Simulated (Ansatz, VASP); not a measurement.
Two plane-wave programs on Al2O3

```xyz
5
Lattice="2.8385 0.0000 0.0000 -1.4192 2.4582 0.0000 0.0000 0.0000 7.9529" Properties=species:S:1:pos:R:3 pbc="T T T"
Al    0.0000    0.0000    1.5169
Al    0.0000    0.0000    6.4360
O     0.0000    1.6388    2.2594
O     1.4193    0.8194    0.0000
O     0.0000    1.6388    5.6935
```

Alike in both runs: task single point; functional PBE; dispersion D3(BJ); k mesh 9 × 9 × 4; occupations gaussian, width 0.05 eV; no spin polarisation.

|  | VASP | Ansatz |
| --- | --- | --- |
| version | VASP 6.6.1 | Ansatz 0.2.0 |
| potentials or method | VASP PAW PBE potentials, release 64 (Al, O), cutoff 520 eV | scalar-relativistic, plane waves, PAW |
| valence electrons in the cell | 24 | 24 |

|  | VASP | Ansatz | Ansatz less VASP |
| --- | --- | --- | --- |
| gap on the k mesh at the Fermi level (eV) | 4.45 | 4.44 | -0.004 |
| least direct gap on the mesh (eV) | 4.45 | 4.44 | -0.004 |
| pressure (GPa) | -5.3 | -5.4 | -0.03 |
| traceless stress, the component that is largest in VASP (GPa) | -16.23 | -15.98 | +0.248 |
| rms of the force components (eV/Å) | 0.476 | 0.479 | +0.0030 |

Atom by atom the forces differ by 0.018 eV/Å (rms over components).
